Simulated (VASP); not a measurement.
# O (Im-3m) in VASP: notebook

Runs on O. Level: LDA. Tasks: single point.

Program: VASP 6.6.1. These are calculated values, not measurements. Logs are shortened: lines on timing, memory, paths and dates and some standing lists are left out, and cuts for length are marked.

## (1) The cell of the first run

The structure is cubic, space group Im-3m (No. 229). The conventional cell has a = 1.943 Å, b = 1.943 Å, c = 1.943 Å, α = 90.00°, β = 90.00°, γ = 90.00°. O (site symmetry m-3m) has 14 O at 1.68 to 1.94 Å within 2.2 Å.

## (2) Single point, LDA (volume scaled by 0.52)

Input file INCAR:

```
ALGO = Normal
EDIFF = 1E-6
ENCUT = 520
ISIF = 2
ISMEAR = -1
LASPH = T
LCHARG = T
LELF = T
LREAL = F
LVHAR = T
LWAVE = F
NBANDS = 9
NELM = 60
PREC = Accurate
SIGMA = 0.1
```

Input file KPOINTS:

```
k-points
0
Gamma
  21 21 21
```

Input file POSCAR:

```
O
1.0
   -0.9714223552      0.9714223552      0.9714223552
    0.9714223552     -0.9714223552      0.9714223552
    0.9714223552      0.9714223552     -0.9714223552
O
1
Direct
    0.0000000000      0.0000000000      0.0000000000
```

Potentials or basis: VASP PAW LDA potentials, release 64 (O).

Command:

```sh
$ cat potpaw_LDA.64/O/POTCAR > POTCAR
$ mpirun -np 1 vasp_std > vasp.out
```

OUTCAR:

```text
EDIFF = 1E-6
   ENCUT = 520
   ISIF = 2
   ISMEAR = -1
   LASPH = T
   LREAL = F
   NELM = 60
   PREC = Accurate

 ion  position               nearest neighbor table
   1  0.000  0.000  0.000-

  LATTYP: Found a body centered cubic cell.
 ALAT       =     1.9428447104

  Lattice vectors:

 A1 = (  -0.9714223552,   0.9714223552,   0.9714223552)
 A2 = (   0.9714223552,  -0.9714223552,   0.9714223552)
 A3 = (   0.9714223552,   0.9714223552,  -0.9714223552)

Analysis of symmetry for initial positions (statically):
=====================================================================
 Subroutine PRICEL returns:
 Original cell was already a primitive cell.

 Routine SETGRP: Setting up the symmetry group for a
 body centered cubic supercell.

 Subroutine GETGRP returns: Found 48 space group operations
 (whereof 48 operations were pure point group operations)
 out of a pool of 48 trial point group operations.

The static configuration has the point symmetry O_h .

Analysis of symmetry for dynamics (positions and initial velocities):
=====================================================================
 Subroutine PRICEL returns:
 Original cell was already a primitive cell.

 Routine SETGRP: Setting up the symmetry group for a
 body centered cubic supercell.

 Subroutine GETGRP returns: Found 48 space group operations
 (whereof 48 operations were pure point group operations)
 out of a pool of 48 trial point group operations.

The dynamic configuration has the point symmetry O_h .

 Subroutine INISYM returns: Found 48 space group operations
 (whereof 48 operations are pure point group operations),
 and found     1 'primitive' translations

----------------------------------------------------------------------------------------

                                     Primitive cell

  volume of cell :       3.6668

  direct lattice vectors                    reciprocal lattice vectors
    -0.971422355  0.971422355  0.971422355     0.000000000  0.514709176  0.514709176
     0.971422355 -0.971422355  0.971422355     0.514709176  0.000000000  0.514709176
     0.971422355  0.971422355 -0.971422355     0.514709176  0.514709176  0.000000000

  length of vectors
     1.682552875  1.682552875  1.682552875     0.727908697  0.727908697  0.727908697

  position of ions in fractional coordinates (direct lattice)
     0.000000000  0.000000000  0.000000000

  ion indices of the primitive-cell ions
   primitive index   ion index
                 1           1

----------------------------------------------------------------------------------------

 KPOINTS: k-points

Automatic generation of k-mesh.
 Grid dimensions read from file:
 generate k-points for:   21   21   21

 Generating k-lattice:

  Cartesian coordinates                     Fractional coordinates (reciprocal lattice)
     0.000000000  0.024509961  0.024509961     0.047619048  0.000000000  0.000000000
     0.024509961  0.000000000  0.024509961     0.000000000  0.047619048  0.000000000
     0.024509961  0.024509961  0.000000000     0.000000000  0.000000000  0.047619048

  Length of vectors
     0.034662319  0.034662319  0.034662319

  Shift w.r.t. Gamma in fractional coordinates (k-lattice)
     0.000000000  0.000000000  0.000000000

 Subroutine IBZKPT returns following result:
 ===========================================

 Found    286 irreducible k-points:

 Following reciprocal coordinates:
            Coordinates               Weight
  0.000000  0.000000  0.000000      1.000000
  0.047619  0.000000  0.000000     12.000000
  0.095238  0.000000  0.000000     12.000000
  0.142857  0.000000  0.000000     12.000000
  0.190476  0.000000  0.000000     12.000000
  0.238095  0.000000  0.000000     12.000000
[... 16 lines left out ...]
  0.142857  0.095238 -0.000000     48.000000
  0.190476  0.095238  0.000000     48.000000
 [... further k-points ...]
   k-points           NKPTS =    286   k-points in BZ     NKDIM =    286   number of bands    NBANDS=      9
   number of dos      NEDOS =    301   number of ions     NIONS =      1
   total plane-waves  NPLWV =   2744
   dimension x,y,z NGX =    14 NGY =   14 NGZ =   14
   dimension x,y,z NGXF=    28 NGYF=   28 NGZF=   28
   ions per type =               1
   NGX,Y,Z   is equivalent  to a cutoff of  13.83, 13.83, 13.83 a.u.
   NGXF,Y,Z  is equivalent  to a cutoff of  27.67, 27.67, 27.67 a.u.
 SYSTEM =  unknown system
   PREC   = accura    normal or accurate (medium, high low for compatibility)
   ISTART =      0    job   : 0-new  1-cont  2-samecut
   ICHARG =      2    charge: 1-file 2-atom 10-const
   ISPIN  =      1    spin polarized calculation?
   LNONCOLLINEAR =      F non collinear calculations
   LSORBIT =      F    spin-orbit coupling
   LASPH  =      T    aspherical Exc in radial PAW
   ENCUT  =  520.0 eV  38.22 Ry    6.18 a.u.   3.13  3.13  3.13*2*pi/ulx,y,z
   NELM   =     60;   NELMIN=  2; NELMDL= -5     # of ELM steps
   EDIFF  = 0.1E-05   stopping-criterion for ELM
   LREAL  =      F    real-space projection
   EDIFFG = 0.1E-04   stopping-criterion for IOM
   NSW    =      0    number of steps for IOM
   IBRION =     -1    ionic relax: 0-MD 1-quasi-New 2-CG
   NFREE  =      0    steps in history (QN), initial steepest desc. (CG)
   ISIF   =      2    stress and relaxation
   ISYM   =      2    0-nonsym 1-usesym 2-fastsym
   POTIM  = 0.5000    time-step for ionic-motion
   TEBEG  =    0.0;   TEEND  =   0.0 temperature during run
   PSTRESS=    0.0 pullay stress
   NELECT =       6.0000    total number of electrons
   NUPDOWN=      -1.0000    fix difference up-down
   EMIN   =  10.00;   EMAX   =-10.00  energy-range for DOS
   EFERMI =   0.00;   METHOD = LEGACY
   ISMEAR =    -1;   SIGMA  =   0.10  broadening in eV -4-tet -1-fermi 0-gaus
   EFERMI_NEDOS =   21; number of points for ismear=-14 and -15
   IALGO  =     38    algorithm
   IMIX   =      4    mixing-type and parameters
     AMIX     =   0.40;   BMIX     =  1.00
     AMIX_MAG =   1.60;   BMIX_MAG =  1.00
  volume/ion in A,a.u.               =       3.67        24.74
  Fermi-wavevector in a.u.,A,eV,Ry     =   1.929140  3.645547 50.635204  3.721582
  Thomas-Fermi vector in A             =   2.961664
   LORBIT       =      0    0 simple, 1 ext, 2 COOP (PROOUT), +10 PAW based schemes
   GGA     = CA    functional components
   LHFCALC =     F    Hartree Fock is set to
   AEXX    =    0.0000 exact exchange contribution
   IVDW    =     0    specifies the selected vdW correction
   LEPSILON=     F    determine dielectric tensor
   LRPA    =     F    only Hartree local field effects (RPA)
 non-spin polarized calculation
  energy-cutoff  :      520.00
  volume of cell :        3.67
 maximum number of plane-waves:       108
 NGX is ok and might be reduce to    14
   NGX =  7   NGY =  7   NGZ =  7

 number of electron       5.9999996 magnetization

 Free energy of the ion-electron system (eV)
  ---------------------------------------------------
  ext. energy  EPLUGINS =         0.00000000
  ---------------------------------------------------
  free energy    TOTEN  =        -0.00644252 eV

  energy without entropy =        0.00291109  energy(sigma->0) =       -0.00176572

 E-fermi :  16.2236     XC(G=0): -17.3655

 val. band max:       16.2109695847   @ k =   0.3810   0.0000   0.0000
 cond. band min:      16.2270356652   @ k =   0.3333   0.0476  -0.0000
 fundamental gap:      0.0160660805
 Fermi energy:        16.2235978679

 k-point     1 :       0.0000    0.0000    0.0000
  band No.  band energies     occupation
      1     -18.3464      2.00000
      2      21.0898      0.00000
      3      21.0898      0.00000
      4      21.0898      0.00000
      5      56.9052      0.00000
      6      64.1767      0.00000
      7      64.1767      0.00000
      8      64.1767      0.00000
      9      70.1815      0.00000

 k-point     2 :       0.0476    0.0000    0.0000
  band No.  band energies     occupation
      1     -18.1981      2.00000
      2      20.7718      0.00000
      3      20.9354      0.00000
      4      21.0612      0.00000
      5      56.9552      0.00000
      6      62.9126      0.00000
      7      63.0052      0.00000
      8      64.6379      0.00000
      9      68.0970      0.00000

 k-point     3 :       0.0952    0.0000    0.0000
  band No.  band energies     occupation
      1     -17.7537      2.00000
      2      19.8289      0.00000
      3      20.4980      0.00000
      4      20.9773      0.00000
      5      56.9848      0.00000
      6      59.5332      0.00000
      7      60.6468      0.00000
      8      65.9934      0.00000
      9      67.4412      0.00000

 k-point     4 :       0.1429    0.0000    0.0000
  band No.  band energies     occupation
      1     -17.0171      2.00000
      2      18.2917      0.00000
      3      19.8441      0.00000
      4      20.8427      0.00000
      5      55.1605      0.00000
      6      57.8638      0.00000
      7      58.1472      0.00000
      8      66.1685      0.00000
      9      68.1809      0.00000

 k-point     5 :       0.1905    0.0000    0.0000
  band No.  band energies     occupation
      1     -15.9897      2.00000
      2      16.2339      0.94871
      3      19.0615      0.00000
      4      20.6677      0.00000
      5      52.0105      0.00000
      6      55.8273      0.00000
      7      58.0585      0.00000
      8      65.4283      0.00000
      9      70.3083      0.00000

 k-point     6 :       0.2381    0.0000    0.0000
  band No.  band energies     occupation
      1     -14.6764      2.00000
      2      13.7500      2.00000
      3      18.2404      0.00000
      4      20.4663      0.00000
      5      49.3439      0.00000
      6      53.7864      0.00000
      7      58.4018      0.00000
      8      65.1699      0.00000
      9      72.2461      0.00000
[... 169 lines left out ...]
 k-point    21 :       0.4762    0.0476   -0.0000
  band No.  band energies     occupation
      1      -3.9893      2.00000
      2      -1.0377      2.00000
      3      15.3356      1.99972
      4      19.4400      0.00000
      5      43.7131      0.00000
      6      48.7047      0.00000
      7      59.4850      0.00000
      8      68.2439      0.00000
      9      82.8119      0.00000

 k-point    22 :       0.0952    0.0952    0.0000
  band No.  band energies     occupation
      1     -16.5762      2.00000
      2      17.5856      0.00000
      3      19.5761      0.00000
      4      20.4392      0.00000
      5      54.6533      0.00000
      6      55.9109      0.00000
      7      57.8012      0.00000
      8      65.4411      0.00000
      9      69.3194      0.00000

 k-point    23 :       0.1429    0.0952   -0.0000
  band No.  band energies     occupation
      1     -15.5509      2.00000
      2      15.8242      1.96381
      3      18.6243      0.00000
      4      20.1532      0.00000
      5      51.9940      0.00000
      6      54.2307      0.00000
      7      57.7947      0.00000
      8      65.3830      0.00000
      9      71.5520      0.00000

 k-point    24 :       0.1905    0.0952    0.0000
  band No.  band energies     occupation
      1     -14.2413      2.00000
      2      13.6220      2.00000
      3      17.5750      0.00000
      4      19.8789      0.00000
      5      49.6609      0.00000
      6      52.7951      0.00000
      7      57.9305      0.00000
      8      65.5571      0.00000
      9      73.6346      0.00000

 [... further k-points ...]

------------------------ aborting loop because EDIFF is reached ----------------------------------------

  FORCE on cell =-STRESS in cart. coord.  units (eV):
  Direction    XX          YY          ZZ          XY          YZ          ZX
  --------------------------------------------------------------------------------------
  -------------------------------------------------------------------------------------
  Total       12.5145470     12.5145470     12.5145470      0.0000000     -0.0000000      0.0000000
  in kB     5468.1629000   5468.1629000   5468.1629000      0.0000000     -0.0000000      0.0000000
  external PRESSURE =    5468.1629000 kB  Pullay stress =       0.0000000 kB

 VOLUME and BASIS-vectors are now :
 -----------------------------------------------------------------------------
  energy-cutoff  :      520.00
  volume of cell :        3.67
      direct lattice vectors                 reciprocal lattice vectors
    -0.971422355  0.971422355  0.971422355     0.000000000  0.514709176  0.514709176
     0.971422355 -0.971422355  0.971422355     0.514709176  0.000000000  0.514709176
     0.971422355  0.971422355 -0.971422355     0.514709176  0.514709176  0.000000000

 POSITION                                       TOTAL-FORCE (eV/Angst)
 -----------------------------------------------------------------------------------
      0.00000      0.00000      0.00000        -0.000000     -0.000000      0.000000
 -----------------------------------------------------------------------------------
    total drift:                               -0.000000     -0.000000     -0.000000

  FREE ENERGIE OF THE ION-ELECTRON SYSTEM (eV)
  ---------------------------------------------------
  free  energy   TOTEN  =        -0.0064425187 eV

  energy  without entropy=        0.0029110886  energy(sigma->0) =       -0.00176572
```

It took 5.1 s on 1 thread of Intel Xeon Platinum 8259CL at 2.50GHz (Skylake/Cascade Lake), shared host; peak memory 0.11 GiB.

What came out:

```yaml
Free_energy: -0.0064 eV
Pressure: 546.8 GPa
Band_gap_on_the_k_mesh: zero (band 3 reaches 21.09 eV, above the bottom of band 4 at 7.53 eV)
```

## (3) Single point, LDA (volume scaled by 0.52)

Input file INCAR:

```
SYSTEM = O
ALGO = Normal
EDIFF = 1E-7
ENCUT = 520
ISIF = 2
ISMEAR = -1
LASPH = .TRUE.
LCHARG = .TRUE.
LELF = .TRUE.
LREAL = .FALSE.
LVHAR = .TRUE.
LWAVE = .FALSE.
NBANDS = 9
NELM = 60
PREC = Accurate
SIGMA = 0.1
```

Input file KPOINTS:

```
k-points
0
G
  21 21 21
  0 0 0
```

POSCAR is that of step 2.

Potentials or basis: VASP PAW LDA potentials, release 64 (O).

Command:

```sh
$ cat potpaw_LDA.64/O/POTCAR > POTCAR
$ mpirun -np 1 vasp_std > vasp.out
```

It took 5.5 s on 1 thread of Intel Xeon Platinum 8259CL at 2.50GHz (Skylake/Cascade Lake), shared host; peak memory 0.11 GiB.

Results (log left out):

- Free energy: -0.0064 eV
- Pressure: 546.8 GPa
- Band gap on the k mesh: zero (band 3 reaches 21.09 eV, above the bottom of band 4 at 7.53 eV)

Levels at points of the mesh, in eV from the Fermi level:
```csv
k point,band 1,band 2,band 3,band 4,band 5,band 6,band 7
"(0.00, 0.00, 0.00)",-34.57,4.87,4.87,4.87,40.68,47.95,47.95
```

## (4) Single point, LDA (volume scaled by 0.6)

Input file INCAR:

```
PREC     = Accurate       # precision mode
ENCUT    = 520            # plane-wave cutoff, eV
EDIFF    = 1E-6           # SCF threshold, eV
ISMEAR   = -1             # smearing method
SIGMA    = 0.1            # smearing width, eV
LREAL    = F              # projectors in reciprocal space
LASPH    = T              # aspherical terms in the spheres
NELM     = 80             # most SCF steps
ALGO     = Normal         # electronic algorithm
ISIF     = 2              # what is computed and relaxed
LWAVE    = F              # write WAVECAR
LCHARG   = F              # write CHGCAR
NBANDS   = 9              # bands
```

Input file KPOINTS:

```
Automatic mesh
0
Gamma
  21 21 21
```

Input file POSCAR:

```
O
1.0
   -1.0188824051      1.0188824051      1.0188824051
    1.0188824051     -1.0188824051      1.0188824051
    1.0188824051      1.0188824051     -1.0188824051
O
1
Direct
    0.0000000000      0.0000000000      0.0000000000
```

Command:

```sh
$ cat potpaw_LDA.64/O/POTCAR > POTCAR
$ mpirun -np 1 vasp_std > vasp.out
```

Run time: 4.7 s. Hardware: 1 thread of Intel Xeon Platinum 8259CL at 2.50GHz (Skylake/Cascade Lake), shared host; peak memory 0.11 GiB.

It converged, with:

```
Free energy            : -1.4992 eV
Pressure               : 319.7 GPa
Band gap on the k mesh : zero (band 3 reaches 16.87 eV, above the bottom of band 4 at 5.62 eV)
```

Levels at points of the mesh, in eV from the Fermi level:
```csv
k point,band 1,band 2,band 3,band 4,band 5,band 6
"(0.00, 0.00, 0.00)",-31.19,4.10,4.10,4.10,34.96,45.36
```
